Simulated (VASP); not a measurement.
# MnO in VASP: further runs

Runs on MnO. Level: PBE+U. Tasks: single point.

Everything below comes from runs of VASP 6.6.1. Logs are shortened: lines on timing, memory, paths and dates and some standing lists are left out, and cuts for length are marked.

## 1. The cell of the first run

Symmetry: R-3m, No. 166, trigonal system. Conventional cell: a = 3.210 Å, b = 3.210 Å, c = 7.709 Å, α = 90.00°, β = 90.00°, γ = 120.00°. Mn (site symmetry -3m) has 6 O at 2.25 Å within 3.0 Å. Within 3.0 Å of O (site symmetry -3m) lie 6 Mn at 2.25 Å.

## 2. Single point, PBE+U, collinear spin, antiferromagnetic start

File INCAR:

```
PREC = Accurate
ENCUT = 520
EDIFF = 1E-6
ISMEAR = 0
SIGMA = 0.05
LREAL = F
LASPH = T
NELM = 150
ALGO = Normal
ISIF = 2
LWAVE = F
LCHARG = F
ISPIN = 2
MAGMOM = 5 -5 0 0
LORBIT = 11
LMAXMIX = 4
LDAU = T
LDAUTYPE = 2
LDAUL = 2 -1
LDAUU = 3.9 0
LDAUJ = 0 0
LDAUPRINT = 1
GGA = PE
NBANDS = 31
```

File KPOINTS:

```
regular mesh
0
Gamma
  12 12 6
```

File POSCAR:

```
MnO
1.0
    0.0000000000      2.2695972285      2.2695972285
    2.2695972285      0.0000000000      2.2695972285
    4.4801717668      4.4801717668      0.0590226902
Mn O
2 2
Direct
    0.0000000000      0.0000000000      0.0000000000
    0.0000000000      0.0000000000      0.5000000000
    0.5000000006      0.5000000006      0.2499999991
    0.4999999994      0.4999999994      0.7500000009
```

Potentials or basis: VASP PAW PBE potentials, release 64 (Mn_pv, O).

Command:

```
> cat potpaw_PBE.64/Mn_pv/POTCAR potpaw_PBE.64/O/POTCAR > POTCAR
> mpirun -np 1 vasp_std > vasp.out
```

OUTCAR:

```text
PREC = Accurate
   ENCUT = 520
   EDIFF = 1E-6
   ISMEAR = 0
   LREAL = F
   LASPH = T
   NELM = 150
   ISIF = 2
   ISPIN = 2
   LORBIT = 11
   GGA = PE

 ion  position               nearest neighbor table
   1  0.000  0.000  0.000-   3 2.25   3 2.25   4 2.25   4 2.25   3 2.25   4 2.25   2 3.17   2 3.17
                             2 3.17   2 3.17   2 3.17   2 3.17
   2  0.000  0.000  0.500-   3 2.25   4 2.25   3 2.25   4 2.25   4 2.25   3 2.25   1 3.17   1 3.17
                             1 3.17   1 3.17   1 3.17   1 3.17
   3  0.500  0.500  0.250-   1 2.25   1 2.25   1 2.25   2 2.25   2 2.25   2 2.25
   4  0.500  0.500  0.750-   1 2.25   1 2.25   1 2.25   2 2.25   2 2.25   2 2.25

  LATTYP: Found a trigonal (rhomboedric) cell.
 ALAT       =     5.4630777625
 COS(alpha) =     0.8274071421

  Lattice vectors:

 A1 = (   4.4801717668,   2.2105745383,  -2.2105745383)
 A2 = (   2.2105745383,   2.2105745383,  -4.4801717668)
 A3 = (   2.2105745383,   4.4801717668,  -2.2105745383)

Analysis of symmetry for initial positions (statically):
=====================================================================
 Subroutine PRICEL returns following result:

  LATTYP: Found a trigonal (rhomboedric) cell.
 ALAT       =     3.1680972917
 COS(alpha) =     0.4867835545
[... 12 lines left out ...]
 Subroutine GETGRP returns: Found 12 space group operations
 (whereof 12 operations were pure point group operations)
 out of a pool of 12 trial point group operations.

The static configuration has the point symmetry D_3d.

Analysis of symmetry for dynamics (positions and initial velocities):
=====================================================================
 Subroutine PRICEL returns following result:

  LATTYP: Found a trigonal (rhomboedric) cell.
 ALAT       =     3.1680972917
 COS(alpha) =     0.4867835545
[... 12 lines left out ...]
 Subroutine GETGRP returns: Found 12 space group operations
 (whereof 12 operations were pure point group operations)
 out of a pool of 12 trial point group operations.

The dynamic configuration has the point symmetry D_3d.

Analysis of structural, dynamic, and magnetic symmetry:
=====================================================================
 Subroutine PRICEL returns following result:

  LATTYP: Found a trigonal (rhomboedric) cell.
 ALAT       =     3.1680972917
 COS(alpha) =     0.4867835545
[... 12 lines left out ...]
 Subroutine GETGRP returns: Found 12 space group operations
 (whereof 12 operations were pure point group operations)
 out of a pool of 12 trial point group operations.

The overall configuration has the point symmetry D_3d.

 Subroutine INISYM returns: Found 12 space group operations
 (whereof 12 operations are pure point group operations),
 and found     2 'primitive' translations

----------------------------------------------------------------------------------------

                                     Primitive cell

  volume of cell :      22.9257

  direct lattice vectors                    reciprocal lattice vectors
     2.240085883 -0.029511345 -2.240085883     0.221764189 -0.218842623 -0.221764189
    -0.029511345  2.240085883 -2.240085883    -0.218842623  0.221764189 -0.221764189
[... 131 lines left out ...]
spin component  1

  0.9365  0.0001 -0.0001  0.0001 -0.0000
  0.0001  0.9365 -0.0001 -0.0001  0.0001
 -0.0001 -0.0001  0.9725 -0.0001  0.0000
  0.0001 -0.0001 -0.0001  0.9365 -0.0001
 -0.0000  0.0001  0.0000 -0.0001  0.9725

spin component  2

  0.0191  0.0002  0.0016  0.0002  0.0000
  0.0002  0.0191  0.0008 -0.0002 -0.0014
  0.0016  0.0008  0.0750  0.0008  0.0000
  0.0002 -0.0002  0.0008  0.0191  0.0014
  0.0000 -0.0014  0.0000  0.0014  0.0750

 occupancies and eigenvectors

  o =  0.0187  v =  0.0000  0.0000  0.0000  0.0000  0.0000  0.5774 -0.5774 -0.0000 -0.5774 -0.0000      0.0000  0.0000  0.0000  0.0000  0.0000  0.0000  0.0000  0.0000  0.0000  0.0000
  o =  0.0192  v =  0.0000  0.0000  0.0000  0.0000  0.0000 -0.7404 -0.6673  0.0325 -0.0731 -0.0150      0.0000  0.0000  0.0000  0.0000  0.0000  0.0000  0.0000  0.0000  0.0000  0.0000
  o =  0.0192  v =  0.0000  0.0000  0.0000  0.0000  0.0000 -0.3430  0.4697  0.0150 -0.8127  0.0325      0.0000  0.0000  0.0000  0.0000  0.0000  0.0000  0.0000  0.0000  0.0000  0.0000
  o =  0.0751  v =  0.0000  0.0000  0.0000  0.0000  0.0000  0.0003  0.0255  0.0102 -0.0252 -0.9993      0.0000  0.0000  0.0000  0.0000  0.0000  0.0000  0.0000  0.0000  0.0000  0.0000
  o =  0.0751  v =  0.0000  0.0000  0.0000  0.0000  0.0000 -0.0292 -0.0143 -0.9993 -0.0149 -0.0102      0.0000  0.0000  0.0000  0.0000  0.0000  0.0000  0.0000  0.0000  0.0000  0.0000
  o =  0.9363  v = -0.5774  0.5774  0.0000  0.5774  0.0000  0.0000  0.0000  0.0000  0.0000  0.0000      0.0000  0.0000  0.0000  0.0000  0.0000  0.0000  0.0000  0.0000  0.0000  0.0000
  o =  0.9367  v = -0.5918  0.1913 -0.0029 -0.7831 -0.0028  0.0000  0.0000  0.0000  0.0000  0.0000      0.0000  0.0000  0.0000  0.0000  0.0000  0.0000  0.0000  0.0000  0.0000  0.0000
  o =  0.9367  v = -0.5626 -0.7938 -0.0028  0.2312  0.0029  0.0000  0.0000  0.0000  0.0000  0.0000      0.0000  0.0000  0.0000  0.0000  0.0000  0.0000  0.0000  0.0000  0.0000  0.0000
  o =  0.9725  v =  0.0000  0.0028 -0.0000 -0.0028  1.0000  0.0000  0.0000  0.0000  0.0000  0.0000      0.0000  0.0000  0.0000  0.0000  0.0000  0.0000  0.0000  0.0000  0.0000  0.0000
  o =  0.9725  v = -0.0033 -0.0016  1.0000 -0.0016  0.0000  0.0000  0.0000  0.0000  0.0000  0.0000      0.0000  0.0000  0.0000  0.0000  0.0000  0.0000  0.0000  0.0000  0.0000  0.0000

atom =   2  type =  1  l = 2

 onsite density matrix

spin component  1

  0.0191  0.0002  0.0016  0.0002 -0.0000
  0.0002  0.0191  0.0008 -0.0002 -0.0014
  0.0016  0.0008  0.0750  0.0008 -0.0000
  0.0002 -0.0002  0.0008  0.0191  0.0014
 -0.0000 -0.0014 -0.0000  0.0014  0.0750

spin component  2

  0.9365  0.0001 -0.0001  0.0001  0.0000
  0.0001  0.9365 -0.0001 -0.0001  0.0001
 -0.0001 -0.0001  0.9725 -0.0001  0.0000
  0.0001 -0.0001 -0.0001  0.9365 -0.0001
  0.0000  0.0001  0.0000 -0.0001  0.9725

 occupancies and eigenvectors

  o =  0.0187  v = -0.5774  0.5774  0.0000  0.5774  0.0000  0.0000  0.0000  0.0000  0.0000  0.0000      0.0000  0.0000  0.0000  0.0000  0.0000  0.0000  0.0000  0.0000  0.0000  0.0000
  o =  0.0192  v = -0.7864 -0.5818  0.0345 -0.2046 -0.0095  0.0000  0.0000  0.0000  0.0000  0.0000      0.0000  0.0000  0.0000  0.0000  0.0000  0.0000  0.0000  0.0000  0.0000  0.0000
  o =  0.0192  v = -0.2177  0.5722  0.0095 -0.7899  0.0345  0.0000  0.0000  0.0000  0.0000  0.0000      0.0000  0.0000  0.0000  0.0000  0.0000  0.0000  0.0000  0.0000  0.0000  0.0000
  o =  0.0751  v = -0.0003  0.0251 -0.0113 -0.0255 -0.9993  0.0000  0.0000  0.0000  0.0000  0.0000      0.0000  0.0000  0.0000  0.0000  0.0000  0.0000  0.0000  0.0000  0.0000  0.0000
  o =  0.0751  v =  0.0292  0.0149  0.9993  0.0143 -0.0113  0.0000  0.0000  0.0000  0.0000  0.0000      0.0000  0.0000  0.0000  0.0000  0.0000  0.0000  0.0000  0.0000  0.0000  0.0000
  o =  0.9363  v =  0.0000  0.0000  0.0000  0.0000  0.0000 -0.5774  0.5774  0.0000  0.5774 -0.0000      0.0000  0.0000  0.0000  0.0000  0.0000  0.0000  0.0000  0.0000  0.0000  0.0000
  o =  0.9367  v =  0.0000  0.0000  0.0000  0.0000  0.0000  0.0000 -0.7071  0.0000  0.7071  0.0040      0.0000  0.0000  0.0000  0.0000  0.0000  0.0000  0.0000  0.0000  0.0000  0.0000
  o =  0.9367  v =  0.0000  0.0000  0.0000  0.0000  0.0000  0.8165  0.4082  0.0040  0.4082 -0.0000      0.0000  0.0000  0.0000  0.0000  0.0000  0.0000  0.0000  0.0000  0.0000  0.0000
  o =  0.9725  v =  0.0000  0.0000  0.0000  0.0000  0.0000  0.0033  0.0016 -1.0000  0.0016  0.0000      0.0000  0.0000  0.0000  0.0000  0.0000  0.0000  0.0000  0.0000  0.0000  0.0000
  o =  0.9725  v =  0.0000  0.0000  0.0000  0.0000  0.0000  0.0000  0.0028  0.0000 -0.0028  1.0000      0.0000  0.0000  0.0000  0.0000  0.0000  0.0000  0.0000  0.0000  0.0000  0.0000

 number of electron      38.0000000 magnetization      -0.0000000

 Free energy of the ion-electron system (eV)
  ---------------------------------------------------
  ext. energy  EPLUGINS =         0.00000000
  ---------------------------------------------------
  free energy    TOTEN  =       -31.10103711 eV

  energy without entropy =      -31.10103711  energy(sigma->0) =      -31.10103711

 E-fermi :   5.7231     XC(G=0): -11.5758

 val. band max:        5.4358557879   @ k =   0.0000   0.0000   0.5000
 cond. band min:       7.0591819366   @ k =   0.0000   0.0000   0.0000
 fundamental gap:      1.6233261487
 Fermi energy:         5.7230764249

 spin component 1

 k-point     1 :       0.0000    0.0000    0.0000
  band No.  band energies     occupation
      1     -43.4549      1.00000
      2     -43.4133      1.00000
      3     -43.4133      1.00000
      4     -38.5271      1.00000
      5     -38.4860      1.00000
      6     -38.4859      1.00000
[... 1625 lines left out ...]
     30      17.9835      0.00000
     31      19.9674      0.00000

 [... further k-points ...]
[... 5 lines left out ...]
  --------------------------------------------------------------------------------------
  -------------------------------------------------------------------------------------
  Total       -0.4260062     -0.4260062     -0.4260062      0.0055990     -0.0055990     -0.0055990
  in kB      -14.8858771    -14.8858771    -14.8858771      0.1956443     -0.1956443     -0.1956443
  external PRESSURE =     -14.8858771 kB  Pullay stress =       0.0000000 kB

 VOLUME and BASIS-vectors are now :
 -----------------------------------------------------------------------------
  energy-cutoff  :      520.00
  volume of cell :       45.85
      direct lattice vectors                 reciprocal lattice vectors
     0.000000000  2.269597228  2.269597228    -0.221764189  0.218842623  0.221764189
     2.269597228  0.000000000  2.269597228     0.218842623 -0.221764189  0.221764189
     4.480171767  4.480171767  0.059022690     0.112342878  0.112342878 -0.112342878

 POSITION                                       TOTAL-FORCE (eV/Angst)
 -----------------------------------------------------------------------------------
      0.00000      0.00000      0.00000        -0.000000     -0.000000      0.000000
      2.24009      2.24009      0.02951         0.000000      0.000000      0.000000
      2.25484      2.25484      2.28435        -0.000000     -0.000000     -0.000000
      4.49493      4.49493      2.31386         0.000000      0.000000      0.000000
 -----------------------------------------------------------------------------------
    total drift:                                0.000000      0.000000      0.000000

  FREE ENERGIE OF THE ION-ELECTRON SYSTEM (eV)
  ---------------------------------------------------
  free  energy   TOTEN  =       -31.1010371056 eV

  energy  without entropy=      -31.1010371056  energy(sigma->0) =      -31.10103711

 total charge

# of ion       s       p       d       tot
------------------------------------------
    1        0.198   6.167   4.943  11.309
    2        0.198   6.167   4.943  11.309
    3        1.555   3.430   0.000   4.986
    4        1.555   3.430   0.000   4.986
--------------------------------------------------
tot          3.507  19.196   9.886  32.588

 magnetization (x)

# of ion       s       p       d       tot
------------------------------------------
    1        0.022   0.020   4.538   4.580
    2       -0.022  -0.020  -4.538  -4.580
    3        0.000   0.000   0.000   0.000
    4        0.000   0.000   0.000   0.000
--------------------------------------------------
tot          0.000   0.000   0.000   0.000
```

It took 94 s on 1 thread of Intel Xeon 6975P-C (Granite Rapids), shared host; peak memory 0.32 GiB.

What came out:

| Quantity | Value |
| --- | --- |
| Free energy | -31.1010 eV |
| Pressure | -1.5 GPa |
| Band gap on the k mesh | 1.62 eV |
| Net moment | 0.00 μB per cell |
| Site moments | Mn +4.58, -4.58; O +0.00 μB |
| Valence electrons inside the program's atomic spheres | Mn 11.31; O 4.99 |

Eigenvalues of the final occupation matrices:
| site | spin | trace | eigenvalues |
| --- | --- | --- | --- |
| site 1 d | 1 | 4.75 | 0.94 0.94 0.94 0.97 0.97 |
| site 1 d | 2 | 0.21 | 0.02 0.02 0.02 0.08 0.08 |
| site 2 d | 1 | 0.21 | 0.02 0.02 0.02 0.08 0.08 |
| site 2 d | 2 | 4.75 | 0.94 0.94 0.94 0.97 0.97 |

A k mesh can miss the band edges. The state reached can hang on the start; a lower one may exist.

## 3. Single point, PBE+U, collinear spin, ferromagnetic start

This run uses another cell than the first one: it holds 2 atoms, not 4.

File INCAR:

```
SYSTEM = MnO
  ALGO = Normal
  EDIFF = 1E-6
  ENCUT = 600
  GGA = PE
  GGA_COMPAT = .FALSE.
  ISIF = 2
  ISMEAR = 0
  ISPIN = 2
  LASPH = .TRUE.
  LCHARG = .FALSE.
  LDAU = .TRUE.
  LDAUJ = 0 0
  LDAUL = 2 -1
  LDAUPRINT = 1
  LDAUTYPE = 2
  LDAUU = 3.9 0
  LMAXMIX = 4
  LORBIT = 11
  LREAL = .FALSE.
  LWAVE = .FALSE.
  MAGMOM = 0.5 0
  NBANDS = 22
  NELM = 200
  PREC = Accurate
  SIGMA = 0.05
```

File KPOINTS:

```
k-points
0
G
  12 12 12
  0 0 0
```

File POSCAR:

```
MnO
1.0
    0.0000000000      2.2664570858      2.2664570858
    2.2664570858      0.0000000000      2.2664570858
    2.2664570858      2.2664570858      0.0000000000
Mn O
1 1
Direct
    0.0000000000      0.0000000000      0.0000000000
    0.5000000000      0.5000000000      0.5000000000
```

Potentials or basis: VASP PAW PBE potentials, release 64 (Mn_sv, O).

Command:

```
> cat potpaw_PBE.64/Mn_sv/POTCAR potpaw_PBE.64/O/POTCAR > POTCAR
> mpirun -np 1 vasp_std > vasp.out
```

OUTCAR:

```text
SYSTEM = MnO
   EDIFF = 1E-6
   ENCUT = 600
   GGA = PE
   ISIF = 2
   ISMEAR = 0
   ISPIN = 2
   LASPH = .TRUE.
   LORBIT = 11
   LREAL = .FALSE.
   NELM = 200
   PREC = Accurate

 ion  position               nearest neighbor table
   1  0.000  0.000  0.000-   2 2.27   2 2.27   2 2.27   2 2.27   2 2.27   2 2.27
   2  0.500  0.500  0.500-   1 2.27   1 2.27   1 2.27   1 2.27   1 2.27   1 2.27

  LATTYP: Found a face centered cubic cell.
 ALAT       =     4.5329141716

  Lattice vectors:

 A1 = (   0.0000000000,   2.2664570858,   2.2664570858)
 A2 = (   2.2664570858,   0.0000000000,   2.2664570858)
 A3 = (   2.2664570858,   2.2664570858,   0.0000000000)

Analysis of symmetry for initial positions (statically):
[... 5 lines left out ...]
 face centered cubic supercell.

 Subroutine GETGRP returns: Found 48 space group operations
 (whereof 48 operations were pure point group operations)
 out of a pool of 48 trial point group operations.

The static configuration has the point symmetry O_h .

Analysis of symmetry for dynamics (positions and initial velocities):
[... 5 lines left out ...]
 face centered cubic supercell.

 Subroutine GETGRP returns: Found 48 space group operations
[... 208 lines left out ...]
 Fermi energy:         7.8211648173

 spin component 1

 k-point     1 :       0.0000    0.0000    0.0000
  band No.  band energies     occupation
      1     -73.1795      1.00000
      2     -41.9212      1.00000
      3     -41.9212      1.00000
      4     -41.9212      1.00000
      5     -11.0775      1.00000
      6       3.9057      1.00000
[... 1193 lines left out ...]
     21      33.0447      0.00000
     22      34.7308      0.00000

 [... further k-points ...]
[... 5 lines left out ...]
  --------------------------------------------------------------------------------------
  -------------------------------------------------------------------------------------
  Total       -0.5659707     -0.5659707     -0.5659707      0.0000000      0.0000000     -0.0000000
  in kB      -38.9432343    -38.9432343    -38.9432343      0.0000000      0.0000000     -0.0000000
  external PRESSURE =     -38.9432343 kB  Pullay stress =       0.0000000 kB

 VOLUME and BASIS-vectors are now :
 -----------------------------------------------------------------------------
  energy-cutoff  :      600.00
  volume of cell :       23.28
      direct lattice vectors                 reciprocal lattice vectors
     0.000000000  2.266457086  2.266457086    -0.220608633  0.220608633  0.220608633
     2.266457086  0.000000000  2.266457086     0.220608633 -0.220608633  0.220608633
     2.266457086  2.266457086  0.000000000     0.220608633  0.220608633 -0.220608633

 POSITION                                       TOTAL-FORCE (eV/Angst)
 -----------------------------------------------------------------------------------
      0.00000      0.00000      0.00000        -0.000000     -0.000000     -0.000000
      2.26646      2.26646      2.26646         0.000000      0.000000      0.000000
 -----------------------------------------------------------------------------------
    total drift:                                0.000000      0.000000      0.000000

  FREE ENERGIE OF THE ION-ELECTRON SYSTEM (eV)
  ---------------------------------------------------
  free  energy   TOTEN  =       -15.3304661474 eV

  energy  without entropy=      -15.3304332794  energy(sigma->0) =      -15.33044971

 total charge

# of ion       s       p       d       tot
------------------------------------------
    1        2.111   6.007   4.730  12.847
    2        1.551   3.428   0.000   4.979
--------------------------------------------------
tot          3.662   9.435   4.730  17.826

 magnetization (x)

# of ion       s       p       d       tot
------------------------------------------
    1        0.023   0.015   4.463   4.501
    2        0.023   0.131   0.000   0.154
--------------------------------------------------
tot          0.046   0.145   4.463   4.655
```

OSZICAR:

```text
N       E                     dE             d eps       ncg     rms          rms(c)
DAV:   1     0.280025450714E+03    0.28003E+03   -0.11955E+04  7084   0.131E+03
DAV:   2     0.316637191992E+01   -0.27686E+03   -0.26280E+03  6456   0.424E+02
DAV:   3    -0.115614018309E+02   -0.14728E+02   -0.14481E+02  8824   0.113E+02
DAV:   4    -0.123853803406E+02   -0.82398E+00   -0.81863E+00  9362   0.235E+01
DAV:   5    -0.123916597030E+02   -0.62794E-02   -0.62784E-02  8358   0.208E+00    0.158E+01
DAV:   6    -0.146707955391E+02   -0.22791E+01   -0.35574E+01  9734   0.663E+01    0.324E+01
DAV:   7    -0.139317852801E+02    0.73901E+00   -0.82061E+00  8910   0.464E+01    0.157E+01
DAV:   8    -0.151282639409E+02   -0.11965E+01   -0.36724E-01  9290   0.630E+00    0.837E+00
DAV:   9    -0.152698740654E+02   -0.14161E+00   -0.30613E-01  8490   0.650E+00    0.356E+00
DAV:  10    -0.152943782531E+02   -0.24504E-01   -0.25563E-02  7896   0.144E+00    0.262E+00
DAV:  11    -0.153254763587E+02   -0.31098E-01   -0.22203E-02  9564   0.202E+00    0.909E-01
DAV:  12    -0.153301170130E+02   -0.46407E-02   -0.63836E-03  9464   0.851E-01    0.242E-01
DAV:  13    -0.153299482298E+02    0.16878E-03   -0.43429E-04  8220   0.235E-01    0.243E-01
DAV:  14    -0.153303320473E+02   -0.38382E-03   -0.12965E-04  8766   0.124E-01    0.119E-01
DAV:  15    -0.153304587858E+02   -0.12674E-03   -0.43710E-05  7964   0.647E-02    0.288E-02
DAV:  16    -0.153304660561E+02   -0.72703E-05   -0.11623E-05  8748   0.304E-02    0.661E-03
DAV:  17    -0.153304661474E+02   -0.91257E-07   -0.65781E-07  5904   0.103E-02
   1 F= -.15330466E+02 E0= -.15330450E+02  d E =-.328679E-04  mag=     5.0000
```

Wall time 1.9 min (1 thread of Intel Xeon Platinum 8259CL at 2.50GHz (Skylake/Cascade Lake), shared host); peak memory 0.21 GiB.

What came out:

| Property | Result |
| --- | --- |
| Free energy | -15.3305 eV |
| Pressure | -3.9 GPa |
| Net moment | 5.00 μB per cell |
| Site moments | Mn +4.50; O +0.15 μB |
| Valence electrons inside the program's atomic spheres | Mn 12.85; O 4.98 |

Levels at points of the mesh, in eV from the Fermi level:
Spin up:
```
           k point  band 9  band 10  band 11  band 12  band 13  band 14  band 15  band 16  band 17  band 18
(0.00, 0.00, 0.00)   -3.60    -3.60    -2.58    -2.58    -2.58     0.00    14.49    16.02    16.02    16.02
(0.50, 0.00, 0.00)   -3.21    -3.21    -2.46    -0.06    -0.06     4.07     8.02    12.15    12.15    18.06
(0.50, 0.50, 0.00)   -3.60    -3.27    -3.00    -3.00    -2.93     5.28     8.33    10.27    13.78    13.78
```
Spin down:
```tsv
k point	band 5	band 6	band 7	band 8	band 9	band 10	band 11	band 12
(0.00, 0.00, 0.00)	-18.55	-2.29	-2.29	-2.29	1.32	3.19	3.19	3.19
(0.50, 0.00, 0.00)	-17.70	-6.06	-3.43	-3.43	4.20	4.51	4.51	5.10
(0.50, 0.50, 0.00)	-17.68	-5.25	-3.23	-3.23	1.38	4.38	4.44	5.01
```

Eigenvalues of the final occupation matrices:
```
    site  spin  trace               eigenvalues
site 1 d     1   4.62  0.91 0.91 0.91 0.94 0.94
site 1 d     2   0.14  0.01 0.01 0.01 0.05 0.05
```

Caveat: a cell with one magnetic atom can't hold antiferromagnetic order, which such compounds often take. The state reached can hang on the start; a lower one may exist.

(Continued in part 2 of 2.)
